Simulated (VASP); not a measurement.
# Mg2Te3O (I4/mmm) in VASP: further runs

Mg2Te3O is run at these levels: PBE; tasks: single point.

All numbers are computed with VASP 6.6.1; they aren't measurements. Logs are shortened: lines on timing, memory, paths and dates and some standing lists are left out, and cuts for length are marked.

## Step 1: The cell of the first run

The structure is tetragonal, space group I4/mmm (No. 139). The conventional cell has a = 5.980 Å, b = 5.980 Å, c = 8.703 Å, α = 90.00°, β = 90.00°, γ = 90.00°. Mg (site symmetry -4m2) has 2 Te at 2.18 Å within 2.9 Å. Te (site symmetry 4/mmm) has 4 Te at 2.99 Å and 8 Mg at 3.70 Å within 3.9 Å. Within 2.9 Å of Te (site symmetry mmm) lie 2 Mg at 2.18 Å. Within 3.9 Å of O (site symmetry 4/mmm) lie 4 Te at 2.99 Å and 8 Mg at 3.70 Å.

## Step 2: Single point, PBE

Contents of INCAR:

```
SYSTEM = Mg2Te3O
  PREC = Accurate
  ENCUT = 520
  EDIFF = 1E-6
  ISMEAR = 0
  SIGMA = 0.1
  LREAL = .FALSE.
  LASPH = .TRUE.
  NELM = 60
  ALGO = Normal
  ISIF = 2
  LWAVE = .FALSE.
  LCHARG = .TRUE.
  GGA = PE
  LELF = .TRUE.
  LVHAR = .TRUE.
  NBANDS = 23
```

Contents of KPOINTS:

```
Automatic mesh
0
G
  4 4 4
  0 0 0
```

Contents of POSCAR:

```
Mg2Te3O
1.0
   -2.9898672900      2.9898672900      4.3516660700
    2.9898672900     -2.9898672900      4.3516660700
    2.9898672900      2.9898672900     -4.3516660700
Mg Te O
2 3 1
Direct
    0.7500000000      0.2500000000      0.5000000000
    0.2500000000      0.7500000000      0.5000000000
    0.5000000000      0.5000000000      0.0000000000
    0.5000000000      0.0000000000      0.5000000000
    0.0000000000      0.5000000000      0.5000000000
    0.0000000000      0.0000000000      0.0000000000
```

Potentials or basis: VASP PAW PBE potentials, release 64 (Mg, Te, O).

The run is started by

```bash
$ cat potpaw_PBE.64/Mg/POTCAR potpaw_PBE.64/Te/POTCAR potpaw_PBE.64/O/POTCAR > POTCAR
$ mpirun -np 1 vasp_std > vasp.out
```

OUTCAR:

```text
SYSTEM = Mg2Te3O
   PREC = Accurate
   ENCUT = 520
   EDIFF = 1E-6
   ISMEAR = 0
   LREAL = .FALSE.
   LASPH = .TRUE.
   NELM = 60
   ISIF = 2
   GGA = PE

 ion  position               nearest neighbor table
   1  0.750  0.250  0.500-   4 2.18   5 2.18
   2  0.250  0.750  0.500-   4 2.18   5 2.18
   3  0.500  0.500  0.000-   4 2.99   5 2.99   4 2.99   5 2.99
   4  0.500  0.000  0.500-   1 2.18   2 2.18   3 2.99   3 2.99
   5  0.000  0.500  0.500-   1 2.18   2 2.18   3 2.99   3 2.99
   6  0.000  0.000  0.000-

  LATTYP: Found a body centered tetragonal cell.
 ALAT       =     5.9797345800
 C/A-ratio  =     1.4554713129

  Lattice vectors:

 A1 = (  -2.9898672900,   2.9898672900,   4.3516660700)
 A2 = (   2.9898672900,  -2.9898672900,   4.3516660700)
 A3 = (   2.9898672900,   2.9898672900,  -4.3516660700)

Analysis of symmetry for initial positions (statically):
=====================================================================
 Subroutine PRICEL returns:
 Original cell was already a primitive cell.

 Routine SETGRP: Setting up the symmetry group for a
 body centered tetragonal supercell.

 Subroutine GETGRP returns: Found 16 space group operations
 (whereof 16 operations were pure point group operations)
 out of a pool of 16 trial point group operations.

The static configuration has the point symmetry D_4h.

Analysis of symmetry for dynamics (positions and initial velocities):
=====================================================================
 Subroutine PRICEL returns:
 Original cell was already a primitive cell.

 Routine SETGRP: Setting up the symmetry group for a
 body centered tetragonal supercell.

 Subroutine GETGRP returns: Found 16 space group operations
 (whereof 16 operations were pure point group operations)
 out of a pool of 16 trial point group operations.

The dynamic configuration has the point symmetry D_4h.

 Subroutine INISYM returns: Found 16 space group operations
 (whereof 16 operations are pure point group operations),
 and found     1 'primitive' translations

----------------------------------------------------------------------------------------

                                     Primitive cell
[... 85 lines left out ...]
   ENCUT  =  520.0 eV  38.22 Ry    6.18 a.u.  11.28 11.28 11.28*2*pi/ulx,y,z
   NELM   =     60;   NELMIN=  2; NELMDL= -5     # of ELM steps
   EDIFF  = 0.1E-05   stopping-criterion for ELM
   LREAL  =      F    real-space projection
   EDIFFG = 0.1E-04   stopping-criterion for IOM
   NSW    =      0    number of steps for IOM
   IBRION =     -1    ionic relax: 0-MD 1-quasi-New 2-CG
   NFREE  =      0    steps in history (QN), initial steepest desc. (CG)
   ISIF   =      2    stress and relaxation
   ISYM   =      2    0-nonsym 1-usesym 2-fastsym
   POTIM  = 0.5000    time-step for ionic-motion
   TEBEG  =    0.0;   TEEND  =   0.0 temperature during run
   PSTRESS=    0.0 pullay stress
   NELECT =      28.0000    total number of electrons
   NUPDOWN=      -1.0000    fix difference up-down
   EMIN   =  10.00;   EMAX   =-10.00  energy-range for DOS
   EFERMI =   0.00;   METHOD = LEGACY
   ISMEAR =     0;   SIGMA  =   0.10  broadening in eV -4-tet -1-fermi 0-gaus
   EFERMI_NEDOS =   21; number of points for ismear=-14 and -15
   IALGO  =     38    algorithm
   IMIX   =      4    mixing-type and parameters
     AMIX     =   0.40;   BMIX     =  1.00
     AMIX_MAG =   1.60;   BMIX_MAG =  1.00
  volume/ion in A,a.u.               =      25.93       175.01
  Fermi-wavevector in a.u.,A,eV,Ry     =   0.924246  1.746572 11.622521  0.854231
  Thomas-Fermi vector in A             =   2.049971
   LORBIT       =      0    0 simple, 1 ext, 2 COOP (PROOUT), +10 PAW based schemes
   GGA     = PE    functional components
   LHFCALC =     F    Hartree Fock is set to
   AEXX    =    0.0000 exact exchange contribution
   IVDW    =     0    specifies the selected vdW correction
   LEPSILON=     F    determine dielectric tensor
   LRPA    =     F    only Hartree local field effects (RPA)
 non-spin polarized calculation
 Gauss-broadening in eV      SIGMA  =   0.10
  energy-cutoff  :      520.00
  volume of cell :      155.60
 maximum number of plane-waves:      4217
 NGX is ok and might be reduce to    48
   NGX = 23   NGY = 23   NGZ = 23

 number of electron      27.9999999 magnetization

 Free energy of the ion-electron system (eV)
  ---------------------------------------------------
  ext. energy  EPLUGINS =         0.00000000
  ---------------------------------------------------
  free energy    TOTEN  =       -10.56574507 eV

  energy without entropy =      -10.56112641  energy(sigma->0) =      -10.56343574

 E-fermi :   5.0852     XC(G=0):  -8.7053

 val. band max:        4.9747019118   @ k =   0.5000   0.2500   0.0000
 cond. band min:       5.2637188341   @ k =   0.0000   0.0000   0.0000
 fundamental gap:      0.2890169222
 Fermi energy:         5.0851914569

 k-point     1 :       0.0000    0.0000    0.0000
  band No.  band energies     occupation
      1     -10.6093      2.00000
      2      -8.7215      2.00000
      3      -6.9545      2.00000
      4      -4.9922      2.00000
      5      -1.0886      2.00000
      6      -1.0886      2.00000
[... 327 lines left out ...]
     22       9.4983      0.00000
     23       9.5064      0.00000

------------------------ aborting loop because EDIFF is reached ----------------------------------------

  FORCE on cell =-STRESS in cart. coord.  units (eV):
  Direction    XX          YY          ZZ          XY          YZ          ZX
  --------------------------------------------------------------------------------------
  -------------------------------------------------------------------------------------
  Total        3.2792203      3.2792203     57.1424028      0.0000000     -0.0000000      0.0000000
  in kB       33.7646149     33.7646149    588.3688925      0.0000000     -0.0000000      0.0000000
  external PRESSURE =     218.6327075 kB  Pullay stress =       0.0000000 kB

 VOLUME and BASIS-vectors are now :
 -----------------------------------------------------------------------------
  energy-cutoff  :      520.00
  volume of cell :      155.60
      direct lattice vectors                 reciprocal lattice vectors
    -2.989867290  2.989867290  4.351666070     0.000000000  0.167231503  0.114898522
     2.989867290 -2.989867290  4.351666070     0.167231503  0.000000000  0.114898522
     2.989867290  2.989867290 -4.351666070     0.167231503  0.167231503  0.000000000

 POSITION                                       TOTAL-FORCE (eV/Angst)
 -----------------------------------------------------------------------------------
     -0.00000      2.98987      2.17583        -0.000000      0.000000     -0.000000
      2.98987     -0.00000      2.17583        -0.000000     -0.000000      0.000000
      0.00000      0.00000      4.35167         0.000000      0.000000     -0.000000
      0.00000      2.98987      0.00000         0.000000      0.000000     -0.000000
      2.98987      0.00000      0.00000         0.000000      0.000000     -0.000000
      0.00000      0.00000      0.00000         0.000000      0.000000     -0.000000
 -----------------------------------------------------------------------------------
    total drift:                               -0.000000     -0.000000      0.000000

  FREE ENERGIE OF THE ION-ELECTRON SYSTEM (eV)
  ---------------------------------------------------
  free  energy   TOTEN  =       -10.5657450741 eV

  energy  without entropy=      -10.5611264082  energy(sigma->0) =      -10.56343574
```

OSZICAR:

```text
N       E                     dE             d eps       ncg     rms          rms(c)
DAV:   1     0.132442670130E+03    0.13244E+03   -0.10159E+04   598   0.984E+02
DAV:   2    -0.225555328323E+01   -0.13470E+03   -0.12541E+03   807   0.158E+02
DAV:   3    -0.147340721824E+02   -0.12479E+02   -0.12244E+02   759   0.520E+01
DAV:   4    -0.149505424863E+02   -0.21647E+00   -0.21620E+00   796   0.766E+00
DAV:   5    -0.149552175092E+02   -0.46750E-02   -0.46749E-02   813   0.108E+00    0.151E+01
DAV:   6    -0.164094234561E+02   -0.14542E+01   -0.60909E+01   752   0.367E+01    0.286E+01
DAV:   7    -0.112068346450E+02    0.52026E+01   -0.45510E+01   648   0.158E+01    0.744E+00
DAV:   8    -0.106869072736E+02    0.51993E+00   -0.20979E+00   628   0.634E+00    0.260E+00
DAV:   9    -0.105730753052E+02    0.11383E+00   -0.80052E-01   715   0.324E+00    0.113E+00
DAV:  10    -0.105653106044E+02    0.77647E-02   -0.53563E-02   710   0.109E+00    0.778E-01
DAV:  11    -0.105652323729E+02    0.78231E-04   -0.75370E-03   711   0.448E-01    0.358E-01
DAV:  12    -0.105655237652E+02   -0.29139E-03   -0.57901E-03   682   0.312E-01    0.983E-02
DAV:  13    -0.105657511138E+02   -0.22735E-03   -0.29212E-04   704   0.871E-02    0.684E-02
DAV:  14    -0.105657493282E+02    0.17856E-05   -0.30016E-05   724   0.254E-02    0.260E-02
DAV:  15    -0.105657466455E+02    0.26826E-05   -0.84475E-05   724   0.294E-02    0.138E-02
DAV:  16    -0.105657453692E+02    0.12763E-05   -0.59037E-06   682   0.115E-02    0.422E-03
DAV:  17    -0.105657450741E+02    0.29508E-06   -0.10399E-06   434   0.372E-03
   1 F= -.10565745E+02 E0= -.10563436E+02  d E =-.461867E-02
```

stdout:

```text
POSCAR found type information on POSCAR MgTeO
 POSCAR found :  3 types and       6 ions
 scaLAPACK will be used
 LDA part: xc-table for (Slater+PW92), standard interpolation
 POSCAR, INCAR and KPOINTS ok, starting setup
 FFT: planning ... GRIDC
 FFT: planning ... GRID_SOFT
 FFT: planning ... GRID
 WAVECAR not read
 entering main loop
```

Wall time 46 s (1 thread of AMD EPYC 9R45 (Zen 5), shared host); peak memory 0.3 GiB.

What came out:

```
Free energy            : -10.5657 eV
Pressure               : 21.9 GPa
Band gap on the k mesh : zero (band 14 reaches 5.53 eV, above the bottom of band 15 at 3.88 eV)
```

Stress tensor (GPa, compression positive):
```
 3.38  0.00  0.00
 0.00  3.38  0.00
 0.00  0.00 58.84
```

Levels at points of the mesh, in eV from the Fermi level:
| k point | band 11 | band 12 | band 13 | band 14 | band 15 | band 16 | band 17 | band 18 |
| --- | --- | --- | --- | --- | --- | --- | --- | --- |
| (0.00, 0.00, 0.00) | -2.11 | -0.50 | -0.25 | 0.18 | 0.18 | 0.44 | 0.44 | 2.40 |
| (0.50, 0.00, 0.00) | -2.32 | -1.19 | -1.09 | -0.97 | 0.37 | 1.91 | 1.94 | 2.45 |
| (0.50, 0.50, 0.00) | -2.14 | -1.92 | -1.60 | -1.23 | -1.17 | -1.04 | 1.27 | 2.50 |
| (0.50, 0.50, 0.50) | -1.67 | -0.80 | 0.45 | 0.45 | 2.78 | 2.78 | 2.85 | 2.85 |

Caveat: the k points lie up to 0.37 Å⁻¹ apart; spin-orbit coupling is left out, which moves the levels of the heavy elements.

## Step 3: Single point, PBE

This run uses another cell than the first one, of 31.98 Å³/atom, 1.233 times its volume.

Contents of INCAR:

```
SYSTEM = Mg2Te3O
PREC = Accurate ; ENCUT = 520
EDIFF = 1E-6 ; ISMEAR = 0
SIGMA = 0.1 ; LREAL = .FALSE.
LASPH = .TRUE. ; NELM = 80
ALGO = Normal ; ISIF = 2
LWAVE = .FALSE. ; LCHARG = .TRUE.
GGA = PE ; LELF = .TRUE.
LVHAR = .TRUE. ; NBANDS = 23
```

KPOINTS is that of step 2.

Edit POSCAR of step 2 so:

```diff
@@ -2,5 +2,5 @@
 1.0
-   -2.9898672900      2.9898672900      4.3516660700
-    2.9898672900     -2.9898672900      4.3516660700
-    2.9898672900      2.9898672900     -4.3516660700
+   -2.9468836882      2.9468836882      5.5245344755
+    2.9468836882     -2.9468836882      5.5245344755
+    2.9468836882      2.9468836882     -5.5245344755
 Mg Te O
```

Potentials or basis: VASP PAW PBE potentials, release 64 (Mg, Te, O).

The run is started by

```bash
$ cat potpaw_PBE.64/Mg/POTCAR potpaw_PBE.64/Te/POTCAR potpaw_PBE.64/O/POTCAR > POTCAR
$ mpirun -np 1 vasp_std > vasp.out
```

Wall time 72 s (1 thread of AMD EPYC 9R45 (Zen 5), shared host); peak memory 0.38 GiB.

Results (log left out):

- Free energy: -15.5682 eV
- Pressure: 0.0 GPa
- Band gap on the k mesh: zero (band 14 reaches 4.07 eV, above the bottom of band 15 at 2.43 eV)

Stress tensor (GPa, compression positive):
```
-0.07  0.00  0.00
 0.00 -0.07  0.00
 0.00  0.00  0.03
```

Levels at points of the mesh, in eV from the Fermi level:
| k point | band 11 | band 12 | band 13 | band 14 | band 15 | band 16 | band 17 | band 18 |
| --- | --- | --- | --- | --- | --- | --- | --- | --- |
| (0.00, 0.00, 0.00) | -1.81 | -1.27 | -0.30 | 0.91 | 0.91 | 0.96 | 0.96 | 3.58 |
| (0.50, 0.00, 0.00) | -1.38 | -0.96 | -0.76 | -0.32 | 0.37 | 0.70 | 0.74 | 2.34 |
| (0.50, 0.50, 0.00) | -1.48 | -1.18 | -1.09 | -1.06 | -0.73 | -0.50 | -0.42 | 1.44 |
| (0.50, 0.50, 0.50) | -1.03 | -0.47 | 0.83 | 0.83 | 1.04 | 1.53 | 2.61 | 2.61 |

Caveat: the k points lie up to 0.38 Å⁻¹ apart; spin-orbit coupling is left out, which moves the levels of the heavy elements.
